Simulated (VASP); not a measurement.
# AlN (P2_1) in VASP: a series of runs

The runs below take AlN through single point, with PBE.

All numbers are computed with VASP 6.6.1; they aren't measurements. Logs are shortened: lines on timing, memory, paths and dates and some standing lists are left out, and cuts for length are marked.

## 1. The cell of the first run

The structure is monoclinic, space group P2_1 (No. 4). Conventional cell: a = 3.078 Å, b = 4.933 Å, c = 3.078 Å, α = 90.00°, β = 120.00°, γ = 90.00°. Al (site symmetry 1) has 4 N at 1.87 to 1.89 Å within 2.5 Å. Within 2.5 Å of N (site symmetry 1) lie 4 Al at 1.87 to 1.89 Å.

## 2. Single point, PBE (atoms displaced along a vibrational mode, the cell strained)

File INCAR:

```
SYSTEM = AlN
ALGO = Normal
EDIFF = 1E-6
ENCUT = 520
GGA = PE
ISIF = 2
ISMEAR = 0
LASPH = .True.
LCHARG = .False.
LREAL = .False.
LWAVE = .False.
NBANDS = 16
NELM = 60
PREC = Accurate
SIGMA = 0.05
```

File KPOINTS:

```
k-points
0
Gamma
  9 9 6
  0 0 0
```

File POSCAR:

```
AlN
1.0
    3.0776198361      0.0000000000      0.0000000000
   -1.5388099180      2.6652969613      0.0000000000
    0.0000000000      0.0000000000      4.9331731272
Al N
2 2
Direct
    0.3145786745      0.6666666667      0.0017290859
    0.6854213255      0.3333333333      0.5017290859
    0.3499209514      0.6666666667      0.3832709141
    0.6500790486      0.3333333333      0.8832709141
```

Potentials or basis: VASP PAW PBE potentials, release 64 (Al, N).

On the command line:

```bash
$ cat potpaw_PBE.64/Al/POTCAR potpaw_PBE.64/N/POTCAR > POTCAR
$ mpirun -np 1 vasp_std > vasp.out
```

OUTCAR:

```text
SYSTEM = AlN
   EDIFF = 1E-6
   ENCUT = 520
   GGA = PE
   ISIF = 2
   ISMEAR = 0
   LASPH = .True.
   LREAL = .False.
   NELM = 60
   PREC = Accurate

 ion  position               nearest neighbor table
   1  0.315  0.667  0.002-   4 1.87   4 1.87   4 1.88   3 1.89   2 2.98   2 2.98   2 3.04   2 3.04
                             2 3.10   2 3.10
   2  0.685  0.333  0.502-   3 1.87   3 1.87   3 1.88   4 1.89   1 2.98   1 2.98   1 3.04   1 3.04
                             1 3.10   1 3.10
   3  0.350  0.667  0.383-   2 1.87   2 1.87   2 1.88   1 1.89
   4  0.650  0.333  0.883-   1 1.87   1 1.87   1 1.88   2 1.89

  LATTYP: Found a hexagonal cell.
 ALAT       =     3.0776198361
 C/A-ratio  =     1.6029182907

  Lattice vectors:

 A1 = (   3.0776198361,   0.0000000000,   0.0000000000)
 A2 = (  -1.5388099180,   2.6652969613,   0.0000000000)
 A3 = (   0.0000000000,   0.0000000000,   4.9331731272)

Analysis of symmetry for initial positions (statically):
=====================================================================
 Subroutine PRICEL returns:
 Original cell was already a primitive cell.

 Routine SETGRP: Setting up the symmetry group for a
 hexagonal supercell.

 Subroutine GETGRP returns: Found  2 space group operations
 (whereof  1 operations were pure point group operations)
 out of a pool of 24 trial point group operations.

The static configuration has the point symmetry C_1 .
 The point group associated with its full space group is C_2 .

Analysis of symmetry for dynamics (positions and initial velocities):
=====================================================================
 Subroutine PRICEL returns:
 Original cell was already a primitive cell.

 Routine SETGRP: Setting up the symmetry group for a
 hexagonal supercell.

 Subroutine GETGRP returns: Found  2 space group operations
 (whereof  1 operations were pure point group operations)
 out of a pool of 24 trial point group operations.

The dynamic configuration has the point symmetry C_1 .
 The point group associated with its full space group is C_2 .

 Subroutine INISYM returns: Found  2 space group operations
 (whereof  1 operations are pure point group operations),
 and found     1 'primitive' translations

----------------------------------------------------------------------------------------

                                     Primitive cell

  volume of cell :      40.4657

  direct lattice vectors                    reciprocal lattice vectors
     3.077619836  0.000000000  0.000000000     0.324926421  0.187596357  0.000000000
    -1.538809918  2.665296961  0.000000000     0.000000000  0.375192714  0.000000000
     0.000000000  0.000000000  4.933173127     0.000000000  0.000000000  0.202709286

  length of vectors
     3.077619836  3.077619836  4.933173127     0.375192714  0.375192714  0.202709286

  position of ions in fractional coordinates (direct lattice)
     0.314578674  0.666666667  0.001729086
     0.685421326  0.333333333  0.501729086
     0.349920951  0.666666667  0.383270914
     0.650079049  0.333333333  0.883270914

  ion indices of the primitive-cell ions
   primitive index   ion index
                 1           1
                 2           2
                 3           3
                 4           4

----------------------------------------------------------------------------------------

 KPOINTS: k-points

Automatic generation of k-mesh.
 Grid dimensions read from file:
 generate k-points for:    9    9    6

 Generating k-lattice:

  Cartesian coordinates                     Fractional coordinates (reciprocal lattice)
     0.036102936  0.020844040  0.000000000     0.111111111  0.000000000  0.000000000
     0.000000000  0.041688079  0.000000000     0.000000000  0.111111111  0.000000000
     0.000000000  0.000000000  0.033784881     0.000000000  0.000000000  0.166666667

  Length of vectors
     0.041688079  0.041688079  0.033784881

  Shift w.r.t. Gamma in fractional coordinates (k-lattice)
     0.000000000  0.000000000  0.000000000

 Subroutine IBZKPT returns following result:
 ===========================================

 Found    164 irreducible k-points:

 Following reciprocal coordinates:
            Coordinates               Weight
  0.000000  0.000000  0.000000      1.000000
  0.111111  0.000000  0.000000      2.000000
  0.000000  0.111111  0.000000      2.000000
 -0.111111  0.111111  0.000000      2.000000
  0.222222 -0.000000  0.000000      2.000000
  0.000000  0.222222  0.000000      2.000000
[... 16 lines left out ...]
  0.333333  0.111111  0.000000      2.000000
 -0.111111  0.444444  0.000000      2.000000
 [... further k-points ...]
   k-points           NKPTS =    164   k-points in BZ     NKDIM =    164   number of bands    NBANDS=     16
   number of dos      NEDOS =    301   number of ions     NIONS =      4
   total plane-waves  NPLWV =  23040
   dimension x,y,z NGX =    24 NGY =   24 NGZ =   40
   dimension x,y,z NGXF=    48 NGYF=   48 NGZF=   80
   ions per type =               2   2
   NGX,Y,Z   is equivalent  to a cutoff of  12.96, 12.96, 13.48 a.u.
   NGXF,Y,Z  is equivalent  to a cutoff of  25.93, 25.93, 26.96 a.u.
 SYSTEM =  AlN
   PREC   = accura    normal or accurate (medium, high low for compatibility)
   ISTART =      0    job   : 0-new  1-cont  2-samecut
   ICHARG =      2    charge: 1-file 2-atom 10-const
   ISPIN  =      1    spin polarized calculation?
   LNONCOLLINEAR =      F non collinear calculations
   LSORBIT =      F    spin-orbit coupling
   LASPH  =      T    aspherical Exc in radial PAW
   ENCUT  =  520.0 eV  38.22 Ry    6.18 a.u.   5.72  5.72  9.17*2*pi/ulx,y,z
   NELM   =     60;   NELMIN=  2; NELMDL= -5     # of ELM steps
   EDIFF  = 0.1E-05   stopping-criterion for ELM
   LREAL  =      F    real-space projection
   EDIFFG = 0.1E-04   stopping-criterion for IOM
   NSW    =      0    number of steps for IOM
   IBRION =     -1    ionic relax: 0-MD 1-quasi-New 2-CG
   NFREE  =      0    steps in history (QN), initial steepest desc. (CG)
   ISIF   =      2    stress and relaxation
   ISYM   =      2    0-nonsym 1-usesym 2-fastsym
   POTIM  = 0.5000    time-step for ionic-motion
   TEBEG  =    0.0;   TEEND  =   0.0 temperature during run
   PSTRESS=    0.0 pullay stress
   NELECT =      16.0000    total number of electrons
   NUPDOWN=      -1.0000    fix difference up-down
   EMIN   =  10.00;   EMAX   =-10.00  energy-range for DOS
   EFERMI =   0.00;   METHOD = LEGACY
   ISMEAR =     0;   SIGMA  =   0.05  broadening in eV -4-tet -1-fermi 0-gaus
   EFERMI_NEDOS =   21; number of points for ismear=-14 and -15
   IALGO  =     38    algorithm
   IMIX   =      4    mixing-type and parameters
     AMIX     =   0.40;   BMIX     =  1.00
     AMIX_MAG =   1.60;   BMIX_MAG =  1.00
  volume/ion in A,a.u.               =      10.12        68.27
  Fermi-wavevector in a.u.,A,eV,Ry     =   1.201580  2.270656 19.644001  1.443793
  Thomas-Fermi vector in A             =   2.337384
   LORBIT       =      0    0 simple, 1 ext, 2 COOP (PROOUT), +10 PAW based schemes
   GGA     = PE    functional components
   LHFCALC =     F    Hartree Fock is set to
   AEXX    =    0.0000 exact exchange contribution
   IVDW    =     0    specifies the selected vdW correction
   LEPSILON=     F    determine dielectric tensor
   LRPA    =     F    only Hartree local field effects (RPA)
 non-spin polarized calculation
 Gauss-broadening in eV      SIGMA  =   0.05
  energy-cutoff  :      520.00
  volume of cell :       40.47
 maximum number of plane-waves:      1106
   NGX = 11   NGY = 11   NGZ = 19

 number of electron      15.9999998 magnetization

 Free energy of the ion-electron system (eV)
  ---------------------------------------------------
  ext. energy  EPLUGINS =         0.00000000
  ---------------------------------------------------
  free energy    TOTEN  =       -29.68806999 eV

  energy without entropy =      -29.68806999  energy(sigma->0) =      -29.68806999

 E-fermi :   6.7041     XC(G=0): -11.0511

 val. band max:        6.4811560374   @ k =   0.0000   0.0000   0.0000
 cond. band min:      10.9342371016   @ k =   0.0000   0.0000   0.0000
 fundamental gap:      4.4530810642
 Fermi energy:         6.7040530879

 k-point     1 :       0.0000    0.0000    0.0000
  band No.  band energies     occupation
      1      -8.9155      2.00000
      2      -6.6719      2.00000
      3       0.3257      2.00000
      4       5.5659      2.00000
      5       5.6186      2.00000
      6       6.1522      2.00000
[... 8 lines left out ...]
     15      19.8809      0.00000
     16      20.1899      0.00000

 k-point     2 :       0.1111    0.0000    0.0000
  band No.  band energies     occupation
      1      -8.7532      2.00000
      2      -6.5782      2.00000
      3       0.5162      2.00000
      4       4.8642      2.00000
      5       5.3810      2.00000
      6       5.5222      2.00000
[... 8 lines left out ...]
     15      19.7049      0.00000
     16      20.0083      0.00000

 k-point     3 :       0.0000    0.1111    0.0000
  band No.  band energies     occupation
      1      -8.7527      2.00000
      2      -6.5797      2.00000
      3       0.5174      2.00000
      4       4.8764      2.00000
      5       5.3874      2.00000
      6       5.5629      2.00000
[... 8 lines left out ...]
     15      19.6616      0.00000
     16      19.9591      0.00000

 k-point     4 :      -0.1111    0.1111    0.0000
  band No.  band energies     occupation
      1      -8.7522      2.00000
      2      -6.5811      2.00000
      3       0.5185      2.00000
      4       4.8768      2.00000
      5       5.3977      2.00000
      6       5.6113      2.00000
[... 8 lines left out ...]
     15      19.7367      0.00000
     16      19.9264      0.00000

 k-point     5 :       0.2222   -0.0000    0.0000
  band No.  band energies     occupation
      1      -8.2927      2.00000
      2      -6.3404      2.00000
      3       1.0678      2.00000
      4       3.2839      2.00000
      5       4.3044      2.00000
      6       4.9789      2.00000
[... 8 lines left out ...]
     15      19.3053      0.00000
     16      19.5158      0.00000

 k-point     6 :       0.0000    0.2222    0.0000
  band No.  band energies     occupation
      1      -8.2901      2.00000
      2      -6.3481      2.00000
      3       1.0741      2.00000
      4       3.3439      2.00000
      5       4.2958      2.00000
      6       4.9784      2.00000
[... 8 lines left out ...]
     15      19.1895      0.00000
     16      19.7151      0.00000
[... 267 lines left out ...]
 k-point    21 :       0.1111    0.2222    0.0000
  band No.  band energies     occupation
      1      -7.8722      2.00000
      2      -6.1759      2.00000
      3       1.5936      2.00000
      4       2.6241      2.00000
      5       3.2399      2.00000
      6       4.7129      2.00000
[... 8 lines left out ...]
     15      19.6375      0.00000
     16      20.8851      0.00000

 k-point    22 :       0.3333   -0.1111    0.0000
  band No.  band energies     occupation
      1      -7.8718      2.00000
      2      -6.1754      2.00000
      3       1.5928      2.00000
      4       2.5504      2.00000
      5       3.3485      2.00000
      6       4.6705      2.00000
[... 8 lines left out ...]
     15      19.3741      0.00000
     16      20.6946      0.00000

 k-point    23 :       0.3333    0.1111    0.0000
  band No.  band energies     occupation
      1      -7.2075      2.00000
      2      -6.0256      2.00000
      3       1.3405      2.00000
      4       2.4826      2.00000
      5       2.6471      2.00000
      6       4.1065      2.00000
[... 8 lines left out ...]
     15      19.4075      0.00000
     16      21.6646      0.00000

 k-point    24 :      -0.1111    0.4444    0.0000
  band No.  band energies     occupation
      1      -7.1826      2.00000
      2      -6.0720      2.00000
      3       1.4637      2.00000
      4       2.5285      2.00000
      5       2.6407      2.00000
      6       4.0501      2.00000
[... 8 lines left out ...]
     15      19.1266      0.00000
     16      21.5520      0.00000

 [... further k-points ...]
[... 5 lines left out ...]
  --------------------------------------------------------------------------------------
  -------------------------------------------------------------------------------------
  Total        2.6659052      2.7507693      2.5770105     -0.0301719      0.0000000      0.0000000
  in kB      105.5524597    108.9125208    102.0328091     -1.1946123      0.0000000      0.0000000
  external PRESSURE =     105.4992632 kB  Pullay stress =       0.0000000 kB

 VOLUME and BASIS-vectors are now :
 -----------------------------------------------------------------------------
  energy-cutoff  :      520.00
  volume of cell :       40.47
      direct lattice vectors                 reciprocal lattice vectors
     3.077619836  0.000000000  0.000000000     0.324926421  0.187596357  0.000000000
    -1.538809918  2.665296961  0.000000000     0.000000000  0.375192714  0.000000000
     0.000000000  0.000000000  4.933173127     0.000000000  0.000000000  0.202709286

 POSITION                                       TOTAL-FORCE (eV/Angst)
 -----------------------------------------------------------------------------------
     -0.05772      1.77686      0.00853         0.332706      0.016690      0.006898
      1.59653      0.88843      2.47512        -0.332706     -0.016690      0.006898
      0.05105      1.77686      1.89074        -0.129889      0.007283     -0.006898
      1.48776      0.88843      4.35733         0.129889     -0.007283     -0.006898
 -----------------------------------------------------------------------------------
    total drift:                                0.000000      0.000000     -0.000891

  FREE ENERGIE OF THE ION-ELECTRON SYSTEM (eV)
  ---------------------------------------------------
  free  energy   TOTEN  =       -29.6880699896 eV

  energy  without entropy=      -29.6880699896  energy(sigma->0) =      -29.68806999
```

Run time: 1.7 min. Hardware: 1 thread of Intel Xeon 8259CL, shared host; peak memory 0.22 GiB.

Results:

```
Free energy            : -29.6881 eV
Pressure               : 10.5 GPa
Largest force          : 0.333 eV/Å
Band gap on the k mesh : 4.45 eV
```

Forces in eV/Å, atoms in the order of the input:
```
Al   0.333  0.017  0.007
Al  -0.333 -0.017  0.007
N   -0.130  0.007 -0.007
N    0.130 -0.007 -0.007
```

Stress tensor (GPa, compression positive):
```
10.56 -0.12  0.00
-0.12 10.89  0.00
 0.00  0.00 10.20
```

Levels at points of the mesh, in eV from the valence-band top:
```
           k point  band 5  band 6  band 7  band 8  band 9  band 10  band 11  band 12
(0.00, 0.00, 0.00)   -0.86   -0.33   -0.15    0.00    4.45     6.92    10.80    11.16
(0.00, 0.00, 0.50)   -0.60   -0.60   -0.55   -0.55    6.71     6.71    10.55    10.55
```

Caveat: the cell differs from its parent crystal (atoms displaced along a vibrational mode, the cell strained); the cell stands under pressure; an odd mesh through Γ misses points on the zone boundary, where band edges can lie.

## 3. Single point, PBE (atoms displaced along a vibrational mode, the cell strained)

File INCAR:

```
SYSTEM = AlN
ALGO = Normal ; EDIFF = 1E-7
ENCUT = 520 ; GGA = PE
ISIF = 2 ; ISMEAR = 0
LASPH = .True. ; LCHARG = .False.
LREAL = .False. ; LWAVE = .False.
NBANDS = 16 ; NELM = 60
PREC = Accurate ; SIGMA = 0.05
```

KPOINTS is that of step 2.

File POSCAR:

```
AlN
1.0
    3.1039109035      0.0000000000      0.0000000000
   -1.5519554517      2.6880656936      0.0000000000
    0.0000000000      0.0000000000      4.9753155601
Al N
2 2
Direct
    0.3239719789      0.6666666667      0.0017290859
    0.6760280211      0.3333333333      0.5017290859
    0.3416130132      0.6666666667      0.3832709141
    0.6583869868      0.3333333333      0.8832709141
```

Potentials or basis: VASP PAW PBE potentials, release 64 (Al, N).

On the command line:

```bash
$ cat potpaw_PBE.64/Al/POTCAR potpaw_PBE.64/N/POTCAR > POTCAR
$ mpirun -np 1 vasp_std > vasp.out
```

Wall time 2.1 min (1 thread of Intel Xeon 8259CL, shared host); peak memory 0.22 GiB.

Results (log left out):

| Property | Result |
| --- | --- |
| Free energy | -29.7582 eV |
| Pressure | 4.9 GPa |
| Largest force | 0.165 eV/Å |
| Band gap on the k mesh | 4.26 eV |

Forces in eV/Å, atoms in the order of the input:
```
Al   0.165  0.004 -0.004
Al  -0.165 -0.004 -0.004
N   -0.070  0.002  0.004
N    0.070 -0.002  0.004
```

Stress tensor (GPa, compression positive):
```
 4.92 -0.09  0.00
-0.09  5.00  0.00
 0.00  0.00  4.75
```

Levels at points of the mesh, in eV from the valence-band top:
```
           k point  band 5  band 6  band 7  band 8  band 9  band 10  band 11  band 12
(0.00, 0.00, 0.00)   -0.85   -0.26   -0.17    0.00    4.26     6.72    10.64    11.09
(0.00, 0.00, 0.50)   -0.56   -0.56   -0.53   -0.53    6.52     6.52    10.36    10.36
```

Caveat: the cell differs from its parent crystal (atoms displaced along a vibrational mode, the cell strained); the cell stands under pressure; an odd mesh through Γ misses points on the zone boundary, where band edges can lie.
